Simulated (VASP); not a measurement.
# NaPr (P1) in VASP: a series of runs

Runs on NaPr. Level: PBE. Tasks: single point, relaxation of cell and atoms.

Everything below comes from runs of VASP 6.6.1. Logs are shortened: lines on timing, memory, paths and dates and some standing lists are left out, and cuts for length are marked.

## Step 1: The cell of the first run

The typed cell holds 4 atoms: a = 3.514 Å, b = 3.516 Å, c = 12.919 Å, α = 85.24°, β = 85.28°, γ = 62.28°.

## Step 2: Single point, PBE

Input file INCAR:

```
PREC = Accurate ; ENCUT = 500
EDIFF = 1E-6 ; ISMEAR = 0
SIGMA = 0.1 ; LREAL = False
LASPH = True ; NELM = 200
ALGO = Normal ; ISIF = 2
LWAVE = False ; LCHARG = False
GGA = PE ; NBANDS = 26
GGA_COMPAT = False ; LMAXMIX = 6
```

Input file KPOINTS:

```
regular mesh
0
Gamma
  6 6 2
```

Input file POSCAR:

```
NaPr
1.0
    3.5140717394      0.0000000000      0.0000000000
    1.6357631057      3.1125279946      0.0000000000
    1.0641018958      0.6522265150     12.8588833351
Na Pr
2 2
Direct
    0.9981045287      0.0079688333      0.0000444543
    0.9828254685      0.9693616947      0.5001859544
    0.4744737982      0.4651230496      0.7508151657
    0.5445962046      0.5575464223      0.2489544256
```

Potentials or basis: VASP PAW PBE potentials, release 64 (Na_pv, Pr_3), 4f in core.

Launch:

```
cat potpaw_PBE.64/Na_pv/POTCAR potpaw_PBE.64/Pr_3/POTCAR > POTCAR
mpirun -np 1 vasp_std > vasp.out
```

OUTCAR:

```text
PREC = Accurate
   ENCUT = 500
   EDIFF = 1E-6
   ISMEAR = 0
   LREAL = False
   LASPH = True
   NELM = 200
   ISIF = 2
   GGA = PE

 ion  position               nearest neighbor table
   1  0.998  0.008  0.000-
   2  0.983  0.969  0.500-
   3  0.474  0.465  0.751-
   4  0.545  0.558  0.249-

  LATTYP: Found a triclinic cell.
 ALAT       =     3.5161842180
 B/A-ratio  =     0.9993992128
 C/A-ratio  =     3.7269402163
 COS(alpha) =     0.0436229145
 COS(beta)  =     0.1864842019
 COS(gamma) =     0.4652097286

  Lattice vectors:

 A1 = (   1.6357631057,   3.1125279946,   0.0000000000)
 A2 = (   3.5140717394,   0.0000000000,   0.0000000000)
 A3 = (   0.5716612099,   2.4603014796, -12.8588833351)

Analysis of symmetry for initial positions (statically):
=====================================================================
 Subroutine PRICEL returns:
 Original cell was already a primitive cell.

 Routine SETGRP: Setting up the symmetry group for a
 triclinic supercell.

 Subroutine GETGRP returns: Found  1 space group operations
 (whereof  1 operations were pure point group operations)
 out of a pool of  2 trial point group operations.

The static configuration has the point symmetry C_1 .

Analysis of symmetry for dynamics (positions and initial velocities):
=====================================================================
 Subroutine PRICEL returns:
 Original cell was already a primitive cell.

 Routine SETGRP: Setting up the symmetry group for a
 triclinic supercell.

 Subroutine GETGRP returns: Found  1 space group operations
 (whereof  1 operations were pure point group operations)
 out of a pool of  2 trial point group operations.

The dynamic configuration has the point symmetry C_1 .

 Subroutine INISYM returns: Found  1 space group operations
 (whereof  1 operations are pure point group operations),
 and found     1 'primitive' translations

----------------------------------------------------------------------------------------

                                     Primitive cell

  volume of cell :     140.6459

  direct lattice vectors                    reciprocal lattice vectors
     3.514071739  0.000000000  0.000000000     0.284570172 -0.149553479 -0.015963199
     1.635763106  3.112527995  0.000000000     0.000000000  0.321282251 -0.016296034
     1.064101896  0.652226515 12.858883335     0.000000000  0.000000000  0.077767250

  length of vectors
     3.514071739  3.516184218 12.919310852     0.321871480  0.321695268  0.077767250

  position of ions in fractional coordinates (direct lattice)
     0.998104529  0.007968833  0.000044454
     0.982825469  0.969361695  0.500185954
     0.474473798  0.465123050  0.750815166
     0.544596205  0.557546422  0.248954426

  ion indices of the primitive-cell ions
   primitive index   ion index
                 1           1
                 2           2
                 3           3
                 4           4

----------------------------------------------------------------------------------------

 KPOINTS: regular mesh

Automatic generation of k-mesh.
 Grid dimensions read from file:
 generate k-points for:    6    6    2

 Generating k-lattice:

  Cartesian coordinates                     Fractional coordinates (reciprocal lattice)
     0.047428362 -0.024925580 -0.002660533     0.166666667  0.000000000  0.000000000
     0.000000000  0.053547042 -0.002716006     0.000000000  0.166666667  0.000000000
     0.000000000  0.000000000  0.038883625     0.000000000  0.000000000  0.500000000

  Length of vectors
     0.053645247  0.053615878  0.038883625

  Shift w.r.t. Gamma in fractional coordinates (k-lattice)
     0.000000000  0.000000000  0.000000000

 Subroutine IBZKPT returns following result:
 ===========================================

 Found     40 irreducible k-points:

 Following reciprocal coordinates:
            Coordinates               Weight
  0.000000  0.000000  0.000000      1.000000
  0.166667  0.000000  0.000000      2.000000
  0.333333  0.000000  0.000000      2.000000
  0.500000  0.000000 -0.000000      1.000000
  0.000000  0.166667  0.000000      2.000000
  0.166667  0.166667 -0.000000      2.000000
[... 16 lines left out ...]
  0.333333  0.000000  0.500000      2.000000
  0.500000  0.000000  0.500000      1.000000
 [... further k-points ...]
   k-points           NKPTS =     40   k-points in BZ     NKDIM =     40   number of bands    NBANDS=     26
   number of dos      NEDOS =    301   number of ions     NIONS =      4
   total plane-waves  NPLWV =  75264
   dimension x,y,z NGX =    28 NGY =   28 NGZ =   96
   dimension x,y,z NGXF=    56 NGYF=   56 NGZF=  192
   ions per type =               2   2
   NGX,Y,Z   is equivalent  to a cutoff of  13.25, 13.24, 12.35 a.u.
   NGXF,Y,Z  is equivalent  to a cutoff of  26.49, 26.48, 24.71 a.u.
 SYSTEM =  unknown system
   PREC   = accura    normal or accurate (medium, high low for compatibility)
   ISTART =      0    job   : 0-new  1-cont  2-samecut
   ICHARG =      2    charge: 1-file 2-atom 10-const
   ISPIN  =      1    spin polarized calculation?
   LNONCOLLINEAR =      F non collinear calculations
   LSORBIT =      F    spin-orbit coupling
   LASPH  =      T    aspherical Exc in radial PAW
   ENCUT  =  500.0 eV  36.75 Ry    6.06 a.u.   6.41  6.41 23.55*2*pi/ulx,y,z
   NELM   =    200;   NELMIN=  2; NELMDL= -5     # of ELM steps
   EDIFF  = 0.1E-05   stopping-criterion for ELM
   LREAL  =      F    real-space projection
   EDIFFG = 0.1E-04   stopping-criterion for IOM
   NSW    =      0    number of steps for IOM
   IBRION =     -1    ionic relax: 0-MD 1-quasi-New 2-CG
   NFREE  =      0    steps in history (QN), initial steepest desc. (CG)
   ISIF   =      2    stress and relaxation
   ISYM   =      2    0-nonsym 1-usesym 2-fastsym
   POTIM  = 0.5000    time-step for ionic-motion
   TEBEG  =    0.0;   TEEND  =   0.0 temperature during run
   PSTRESS=    0.0 pullay stress
   NELECT =      36.0000    total number of electrons
   NUPDOWN=      -1.0000    fix difference up-down
   EMIN   =  10.00;   EMAX   =-10.00  energy-range for DOS
   EFERMI =   0.00;   METHOD = LEGACY
   ISMEAR =     0;   SIGMA  =   0.10  broadening in eV -4-tet -1-fermi 0-gaus
   EFERMI_NEDOS =   21; number of points for ismear=-14 and -15
   IALGO  =     38    algorithm
   IMIX   =      4    mixing-type and parameters
     AMIX     =   0.40;   BMIX     =  1.00
     AMIX_MAG =   1.60;   BMIX_MAG =  1.00
  volume/ion in A,a.u.               =      35.16       237.28
  Fermi-wavevector in a.u.,A,eV,Ry     =   1.039441  1.964259 14.700253  1.080438
  Thomas-Fermi vector in A             =   2.173972
   LORBIT       =      0    0 simple, 1 ext, 2 COOP (PROOUT), +10 PAW based schemes
   GGA     = PE    functional components
   LHFCALC =     F    Hartree Fock is set to
   AEXX    =    0.0000 exact exchange contribution
   IVDW    =     0    specifies the selected vdW correction
   LEPSILON=     F    determine dielectric tensor
   LRPA    =     F    only Hartree local field effects (RPA)
 non-spin polarized calculation
 Gauss-broadening in eV      SIGMA  =   0.10
  energy-cutoff  :      500.00
  volume of cell :      140.65
 maximum number of plane-waves:      3609
 NGX is ok and might be reduce to    28
   NGX = 13   NGY = 13   NGZ = 47

 number of electron      35.9999984 magnetization

 Free energy of the ion-electron system (eV)
  ---------------------------------------------------
  ext. energy  EPLUGINS =         0.00000000
  ---------------------------------------------------
  free energy    TOTEN  =       -11.36864571 eV

  energy without entropy =      -11.35508533  energy(sigma->0) =      -11.36186552

 E-fermi :   2.0816     XC(G=0):  -8.2302

 val. band max:        2.0428040182   @ k =   0.3333   0.3333   0.5000
 cond. band min:       2.0861915946   @ k =  -0.3333   0.3333  -0.0000
 fundamental gap:      0.0433875764
 Fermi energy:         2.0815552634

 k-point     1 :       0.0000    0.0000    0.0000
  band No.  band energies     occupation
      1     -34.5972      2.00000
      2     -34.5968      2.00000
      3     -22.4316      2.00000
      4     -22.4131      2.00000
      5     -22.3958      2.00000
      6     -22.3801      2.00000
[... 18 lines left out ...]
     25       6.0785      0.00000
     26       6.0907      0.00000

 k-point     2 :       0.1667    0.0000    0.0000
  band No.  band energies     occupation
      1     -34.5632      2.00000
      2     -34.5628      2.00000
      3     -22.4403      2.00000
      4     -22.4115      2.00000
      5     -22.4008      2.00000
      6     -22.3892      2.00000
[... 18 lines left out ...]
     25       4.6405      0.00000
     26       5.9820      0.00000

 k-point     3 :       0.3333    0.0000    0.0000
  band No.  band energies     occupation
      1     -34.4941      2.00000
      2     -34.4938      2.00000
      3     -22.4599      2.00000
      4     -22.4098      2.00000
      5     -22.4096      2.00000
      6     -22.4073      2.00000
[... 18 lines left out ...]
     25       5.5114      0.00000
     26       6.0191      0.00000

 k-point     4 :       0.5000    0.0000   -0.0000
  band No.  band energies     occupation
      1     -34.4590      2.00000
      2     -34.4587      2.00000
      3     -22.4702      2.00000
      4     -22.4206      2.00000
      5     -22.4125      2.00000
      6     -22.4061      2.00000
[... 18 lines left out ...]
     25       5.3012      0.00000
     26       6.1271      0.00000

 k-point     5 :       0.0000    0.1667    0.0000
  band No.  band energies     occupation
      1     -34.5633      2.00000
      2     -34.5630      2.00000
      3     -22.4403      2.00000
      4     -22.4114      2.00000
      5     -22.4009      2.00000
      6     -22.3888      2.00000
[... 18 lines left out ...]
     25       4.6484      0.00000
     26       5.9669      0.00000

 k-point     6 :       0.1667    0.1667   -0.0000
  band No.  band energies     occupation
      1     -34.5569      2.00000
      2     -34.5565      2.00000
      3     -22.4349      2.00000
      4     -22.4113      2.00000
      5     -22.4081      2.00000
      6     -22.3834      2.00000
[... 427 lines left out ...]
 k-point    21 :       0.0000    0.0000    0.5000
  band No.  band energies     occupation
      1     -34.5972      2.00000
      2     -34.5968      2.00000
      3     -22.4316      2.00000
      4     -22.4131      2.00000
      5     -22.3958      2.00000
      6     -22.3801      2.00000
[... 18 lines left out ...]
     25       6.0742      0.00000
     26       6.0997      0.00000

 k-point    22 :       0.1667    0.0000    0.5000
  band No.  band energies     occupation
      1     -34.5632      2.00000
      2     -34.5628      2.00000
      3     -22.4403      2.00000
      4     -22.4115      2.00000
      5     -22.4008      2.00000
      6     -22.3892      2.00000
[... 18 lines left out ...]
     25       4.9280      0.00000
     26       5.0050      0.00000

 k-point    23 :       0.3333    0.0000    0.5000
  band No.  band energies     occupation
      1     -34.4941      2.00000
      2     -34.4938      2.00000
      3     -22.4599      2.00000
      4     -22.4098      2.00000
      5     -22.4096      2.00000
      6     -22.4072      2.00000
[... 18 lines left out ...]
     25       5.4719      0.00000
     26       5.5096      0.00000

 k-point    24 :       0.5000    0.0000    0.5000
  band No.  band energies     occupation
      1     -34.4590      2.00000
      2     -34.4587      2.00000
      3     -22.4702      2.00000
      4     -22.4206      2.00000
      5     -22.4125      2.00000
      6     -22.4061      2.00000
[... 18 lines left out ...]
     25       5.2578      0.00000
     26       5.2993      0.00000

 [... further k-points ...]

------------------------ aborting loop because EDIFF is reached ----------------------------------------

  FORCE on cell =-STRESS in cart. coord.  units (eV):
  Direction    XX          YY          ZZ          XY          YZ          ZX
  --------------------------------------------------------------------------------------
  -------------------------------------------------------------------------------------
  Total        0.2023823      0.1579139      0.3623342     -0.0110972      0.1439218      0.2492787
  in kB        2.3054509      1.7988861      4.1275540     -0.1264141      1.6394950      2.8396753
  external PRESSURE =       2.7439636 kB  Pullay stress =       0.0000000 kB

 VOLUME and BASIS-vectors are now :
 -----------------------------------------------------------------------------
  energy-cutoff  :      500.00
  volume of cell :      140.65
      direct lattice vectors                 reciprocal lattice vectors
     3.514071739  0.000000000  0.000000000     0.284570172 -0.149553479 -0.015963199
     1.635763106  3.112527995  0.000000000     0.000000000  0.321282251 -0.016296034
     1.064101896  0.652226515 12.858883335     0.000000000  0.000000000  0.077767250

 POSITION                                       TOTAL-FORCE (eV/Angst)
 -----------------------------------------------------------------------------------
      3.52049      0.02483      0.00057         0.004857     -0.004483     -0.000434
      5.57161      3.34340      6.43183        -0.022836      0.001666     -0.002189
      3.22711      1.93741      9.65464        -0.010551     -0.000428      0.003289
      3.09068      1.89775      3.20128         0.028530      0.003245     -0.000666
 -----------------------------------------------------------------------------------
    total drift:                               -0.000681     -0.000155      0.000327

  FREE ENERGIE OF THE ION-ELECTRON SYSTEM (eV)
  ---------------------------------------------------
  free  energy   TOTEN  =       -11.3686457058 eV

  energy  without entropy=      -11.3550853264  energy(sigma->0) =      -11.36186552
```

It took 94 s on 1 thread of AMD EPYC 9R14 (Zen 4), shared host; peak memory 0.28 GiB.

What came out:

| Quantity | Value |
| --- | --- |
| Free energy | -11.3686 eV |
| Pressure | 0.3 GPa |
| Largest force | 0.029 eV/Å |
| Band gap on the k mesh | zero (bands 18 and 19 overlap by 0.69 eV) |

Forces on the atoms (eV/Å):
```
Na   0.005 -0.004  0.000
Na  -0.023  0.002 -0.002
Pr  -0.011  0.000  0.003
Pr   0.029  0.003 -0.001
```

Stress tensor (GPa, compression positive):
```
 0.23 -0.01  0.28
-0.01  0.18  0.16
 0.28  0.16  0.41
```

Caveat: spin-orbit coupling is left out, which moves the levels of the heavy elements; the 4f electrons are frozen in the core, so they carry no moment and show no levels.

## Step 3: Relaxation of cell and atoms, PBE

Input file INCAR:

```
ALGO = Normal
EDIFF = 1E-7
EDIFFG = -0.04
ENCUT = 500
GGA = PE
GGA_COMPAT = False
IBRION = 2
ISIF = 3
ISMEAR = 0
LASPH = True
LCHARG = False
LMAXMIX = 6
LREAL = False
LWAVE = False
NELM = 200
NELMIN = 4
NSW = 90
PREC = Accurate
SIGMA = 0.1
```

Input file KPOINTS:

```
k-points
0
Gamma
  6 6 2
```

POSCAR is that of step 2.

Potentials or basis: VASP PAW PBE potentials, release 64 (Na_pv, Pr_3), 4f in core.

Launch:

```
cat potpaw_PBE.64/Na_pv/POTCAR potpaw_PBE.64/Pr_3/POTCAR > POTCAR
mpirun -np 1 vasp_std > vasp.out
```

Wall time 24 min (1 thread of AMD EPYC 9R14 (Zen 4), shared host); peak memory 0.31 GiB.

It converged, with:

| Quantity | Value |
| --- | --- |
| Free energy | -11.4165 eV |
| Relaxed volume | 35.73 Å³/atom |
| Relaxed cell | a = 3.579 Å, b = 3.579 Å, c = 13.523 Å, α = 74.69°, β = 74.67°, γ = 60.03° |
| Space group after relaxing (to 0.1 Å) | Cm (No. 8) |
| Energy gained by relaxing | 12.0 meV/atom |
| Ionic steps | 22 |
| Pressure after relaxing | -0.1 GPa |
| Largest force after relaxing | 0.038 eV/Å |
| Band gap on the k mesh | zero (bands 18 and 19 overlap by 0.59 eV) |

Forces on the atoms (eV/Å):
```
Na  -0.009 -0.006  0.013
Na   0.030  0.015 -0.018
Pr   0.011  0.007  0.013
Pr  -0.032 -0.016 -0.008
```

Stress tensor (GPa, compression positive):
```
-0.14  0.01 -0.12
 0.01 -0.16 -0.07
-0.12 -0.07  0.00
```

Step by step:
```csv
step,energy change (eV),largest force (eV/Å),pressure (GPa),volume (Å³)
1,0.0000,0.0287,0.28,140.65
2,-0.0038,0.0259,0.10,141.89
3,-0.0070,0.0199,-0.33,145.09
4,-0.0096,0.0191,-0.33,145.17
5,-0.0165,0.0166,-0.34,145.35
6,-0.0250,0.0264,-0.33,145.55
7,-0.0334,0.0348,-0.04,143.16
8,-0.0352,0.0414,0.16,141.56
9,-0.0368,0.0470,0.04,142.20
10,-0.0369,0.0488,0.00,142.39
11,-0.0377,0.0507,-0.02,142.59
12,-0.0388,0.0564,-0.10,143.17
13,-0.0393,0.0565,-0.07,142.98
14,-0.0406,0.0568,0.02,142.42
15,-0.0408,0.0564,0.20,141.28
16,-0.0411,0.0569,0.12,141.75
17,-0.0418,0.0560,0.10,141.86
18,-0.0433,0.0532,0.05,142.17
19,-0.0434,0.0465,-0.07,142.78
20,-0.0439,0.0502,-0.01,142.47
21,-0.0453,0.0469,-0.03,142.59
22,-0.0479,0.0380,-0.10,142.92
```

Final structure:
```yaml
crystal:
  lattice:
    - [3.56304, 0.06079, 0.33227]
    - [1.71210, 3.12607, 0.33041]
    - [2.33135, 1.41269, 13.24559]
  atoms:
    - { symbol: Na, position: [0.01101, 0.01117, 0.99915] }
    - { symbol: Na, position: [0.97674, 0.97961, 0.50124] }
    - { symbol: Pr, position: [0.48910, 0.48890, 0.74954] }
    - { symbol: Pr, position: [0.52315, 0.52032, 0.25007] }
```

Levels at points of the mesh, in eV from the Fermi level:
| k point | band 14 | band 15 | band 16 | band 17 | band 18 | band 19 | band 20 | band 21 | band 22 |
| --- | --- | --- | --- | --- | --- | --- | --- | --- | --- |
| (0.00, 0.00, 0.00) | -18.06 | -3.59 | -2.83 | -2.19 | -1.40 | -0.06 | 0.64 | 1.60 | 1.60 |
| (0.50, 0.00, 0.00) | -18.31 | -1.53 | -1.51 | -1.00 | -0.85 | 0.65 | 1.17 | 1.23 | 1.33 |
| (0.00, 0.50, 0.00) | -18.31 | -1.53 | -1.51 | -1.00 | -0.85 | 0.65 | 1.17 | 1.24 | 1.33 |
| (0.50, 0.50, 0.00) | -18.32 | -1.52 | -1.51 | -1.00 | -0.85 | 0.65 | 1.15 | 1.23 | 1.37 |
| (0.00, 0.00, 0.50) | -18.06 | -3.33 | -3.32 | -1.67 | -1.66 | 0.22 | 0.23 | 1.60 | 1.60 |
| (0.50, 0.00, 0.50) | -18.31 | -1.52 | -1.50 | -0.95 | -0.91 | 0.57 | 0.63 | 1.99 | 2.01 |
| (0.00, 0.50, 0.50) | -18.31 | -1.52 | -1.50 | -0.95 | -0.91 | 0.58 | 0.62 | 1.99 | 2.01 |
| (0.50, 0.50, 0.50) | -18.32 | -1.52 | -1.50 | -0.97 | -0.89 | 0.55 | 0.66 | 1.97 | 2.00 |

Caveat: spin-orbit coupling is left out, which moves the levels of the heavy elements; the 4f electrons are frozen in the core, so they carry no moment and show no levels.
